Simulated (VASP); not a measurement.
Write the native input for VASP 6.6.1 that does the following.

```yaml
Task: single point
Functional: PBEsol
Dispersion: D4
Potentials_or_basis: VASP PAW PBE potentials, release 64 (Ba_sv, Ti_sv, O)
Cutoff: 520 eV
k_mesh: 4 × 4 × 4
Occupations: gaussian, width 0.01 eV
Spin: no spin polarisation
Hubbard_terms: Ti d U = 7.0 eV
Dipole_correction: no
Further_INCAR_settings: ALGO = Normal; EDIFF = 1e-06; NBANDS = 28
```

The structure of BaTiO3 lies in POSCAR:

```
BaTiO3
1.0
    3.9998000000      0.0000000000      0.0000000000
    0.0000000000      3.9998000000      0.0000000000
    0.0000000000      0.0000000000      4.0180000000
Ba Ti O
1 1 3
Direct
    0.0000000000      0.0000000000      0.0000000000
    0.5000000000      0.5000000000      0.4900000000
    0.5000000000      0.5000000000      0.0190000000
    0.5000000000      0.0000000000      0.5170000000
    0.0000000000      0.5000000000      0.5170000000
```

One way to write it, as run:

INCAR

```
SYSTEM = BaTiO3
  ALGO = Normal
  EDIFF = 1E-6
  ENCUT = 520
  GGA = PS
  ISIF = 2
  ISMEAR = 0
  IVDW = 13
  LASPH = .True.
  LCHARG = .False.
  LDAU = .True.
  LDAUJ = 0 0 0
  LDAUL = -1 2 -1
  LDAUPRINT = 1
  LDAUTYPE = 2
  LDAUU = 0 7 0
  LMAXMIX = 4
  LREAL = .False.
  LWAVE = .False.
  NBANDS = 28
  NELM = 150
  PREC = Accurate
  SIGMA = 0.01
```

KPOINTS

```
k-points
0
Gamma
  4 4 4
  0 0 0
```

Potentials or basis: VASP PAW PBE potentials, release 64 (Ba_sv, Ti_sv, O).

Launch:

```bash
$ cat potpaw_PBE.64/Ba_sv/POTCAR potpaw_PBE.64/Ti_sv/POTCAR potpaw_PBE.64/O/POTCAR > POTCAR
$ mpirun -np 1 vasp_std > vasp.out
```

Results of the run:

| Item | Value |
| --- | --- |
| Pressure | 2.3 GPa |
| Largest force | 0.837 eV/Å |
| Band gap on the k mesh | 2.60 eV, indirect (least direct gap 2.92 eV) |
| Dispersion energy per atom | -0.124 eV |

Caveat: the PAW data sets were made with another functional, which shifts forces and pressure a little; spin-orbit coupling is left out, which moves the levels of the heavy elements.

It took 23 s on 1 thread of AMD EPYC 9R14 (Zen 4), with other jobs on the host, peak memory 0.16 GiB.
